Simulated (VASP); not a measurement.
Set up this calculation in VASP 6.6.1, as the native input.

| Quantity | Value |
| --- | --- |
| Task | single point |
| Functional | PBE |
| Potentials or basis | VASP PAW PBE potentials, release 64 (Ta_pv) |
| Cutoff | 500 eV |
| k mesh | 22 × 22 × 7 |
| Occupations | gaussian, width 0.15 eV |
| Spin | no spin polarisation |
| Dipole correction | no |
| Further INCAR settings | ALGO = Normal; EDIFF = 1e-06; NBANDS = 30 |

The structure of Ta lies in POSCAR:

```
Ta
1.0
   -1.6593948201      1.6593948201     -1.6593948201
   -1.6593948201     -1.6593948201      1.6593948201
   -0.6637579280      6.6375792803      6.6375792803
Ta
4
Direct
   -0.1750000000     -0.1750000000      0.8750000000
    0.4750000000      0.4750000000      0.1250000000
   -0.0750000000     -0.0750000000      0.3750000000
    0.3750000000      0.3750000000      0.6250000000
```

This cell differs from its parent crystal: the part above a cut slid along it.

One way to write it, as run:

INCAR

```
SYSTEM = Ta
PREC = Accurate
ENCUT = 500
EDIFF = 1E-6
ISMEAR = 0
SIGMA = 0.15
LREAL = .FALSE.
LASPH = .TRUE.
NELM = 120
ALGO = Normal
ISIF = 2
LWAVE = .FALSE.
LCHARG = .FALSE.
GGA = PE
NBANDS = 30
GGA_COMPAT = .FALSE.
```

KPOINTS

```
Automatic mesh
0
G
  22 22 7
  0 0 0
```

Potentials or basis: VASP PAW PBE potentials, release 64 (Ta_pv).

The run is started by

```sh
$ cat potpaw_PBE.64/Ta_pv/POTCAR > POTCAR
$ mpirun -np 1 vasp_std > vasp.out
```

It gave:

| Property | Result |
| --- | --- |
| Pressure | 1.5 GPa |
| Largest force | 1.736 eV/Å |
| Band gap on the k mesh | zero (bands 22 and 23 overlap by 1.49 eV) |

Caveat: the cell differs from its parent crystal (the part above a cut slid along it); spin-orbit coupling is left out, which moves the levels of the heavy elements; forces of over 1 eV/Å act on the atoms, so gaps and moduli don't describe the material at rest.

It took 12 min on 1 thread of AMD EPYC 9R45 96-Core Processor (Zen 5), on a shared host, peak memory 1.2 GiB.
